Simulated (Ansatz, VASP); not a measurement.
**Two plane-wave programs on Cu2Cl**

Contents of INCAR:

```
SYSTEM = Cu2Cl
PREC     = Accurate       ! precision mode
ENCUT    = 520            ! plane-wave cutoff, eV
EDIFF    = 1E-6           ! SCF threshold, eV
ISMEAR   = 0              ! smearing method
SIGMA    = 0.1            ! smearing width, eV
LREAL    = .False.        ! projectors in reciprocal space
LASPH    = .True.         ! aspherical terms in the spheres
NELM     = 150            ! most SCF steps
ALGO     = Normal         ! electronic algorithm
ISIF     = 2              ! what is computed and relaxed
LWAVE    = .False.        ! write WAVECAR
LCHARG   = .True.         ! write CHGCAR
ISPIN    = 2              ! spin polarisation
MAGMOM   = 1 1 1 1 0 0    ! initial moments
LORBIT   = 11             ! projections on sites
LMAXMIX  = 4              ! l up to which the mixer works
GGA      = PE             ! functional
LELF     = .True.         ! ELF
LVHAR    = .True.       
NBANDS   = 42             ! bands
```

Contents of KPOINTS:

```
regular mesh
0
Gamma
  4 4 6
  0 0 0
```

The input POSCAR:

```
Cu2Cl
1.0
    4.6574995741      0.0000000000      0.0000000000
    0.0000000000      5.6844422872      0.0000000000
    0.0000000000      0.0000000000      3.5486110241
Cu Cl
4 2
Direct
    0.2004000000      0.3787000000      0.0000000000
    0.7996000000      0.6213000000      0.0000000000
    0.7004000000      0.1213000000      0.5000000000
    0.2996000000      0.8787000000      0.5000000000
    0.0000000000      0.0000000000      0.0000000000
    0.5000000000      0.5000000000      0.5000000000
```

Input for Ansatz:

```yaml
crystal:
  lattice:
    - [4.6574995741, 0.0, 0.0]
    - [0.0, 5.6844422872, 0.0]
    - [0.0, 0.0, 3.5486110241]
  atoms:
    - { symbol: Cu, position: [0.2004, 0.3787, 0.0], spin: 1.0 }
    - { symbol: Cu, position: [0.7996, 0.6213, 0.0], spin: 1.0 }
    - { symbol: Cu, position: [0.7004, 0.1213, 0.5], spin: 1.0 }
    - { symbol: Cu, position: [0.2996, 0.8787, 0.5], spin: 1.0 }
    - { symbol: Cl, position: [0.0, 0.0, 0.0] }
    - { symbol: Cl, position: [0.5, 0.5, 0.5] }
basis:
  ecutwfc: 420
kpoints:
  mp_grid: { grid: [4, 4, 6] }
hamiltonian:
  xc: pbe
scf:
  occupations: { method: gaussian, width: 0.1 }
  lower_state_search: "off"
output:
  forces: true
  stress: true
  eigenvalues: true
  populations: true
magnetization:
  spin_polarized: true
```

Alike in both runs: task single point; functional PBE; k mesh 4 × 4 × 6; occupations gaussian, width 0.1 eV; collinear spin.

```csv
,VASP,Ansatz
version,VASP 6.6.1,Ansatz 0.2.0
potentials or method,"VASP PAW PBE potentials, release 64 (Cu, Cl), cutoff 520 eV","scalar-relativistic, plane waves, PAW"
valence electrons in the cell,58,90
```

|  | VASP | Ansatz | Ansatz less VASP |
| --- | --- | --- | --- |
| gap on the k mesh at the Fermi level (eV) | none | none | - |
| pressure (GPa) | 9.9 | 9.6 | -0.28 |
| traceless stress, the component that is largest in VASP (GPa) | 1.26 | 1.25 | -0.009 |
| rms of the force components (eV/Å) | 0.159 | 0.159 | +0.0003 |
| net moment per atom (μB) | 0.00 | 0.00 | 0.000 |

Atom by atom the forces differ by 0.001 eV/Å (rms over components). A gap of «none» marks a metal or a gap that the smearing closes. The functional is the same, so the differences come from potentials, cutoffs and numerics. VASP's potentials hold 58 valence electrons a cell and Ansatz's 90, so a difference there can come from the potentials and not from the codes. Ansatz's warnings: seeded moment not kept.
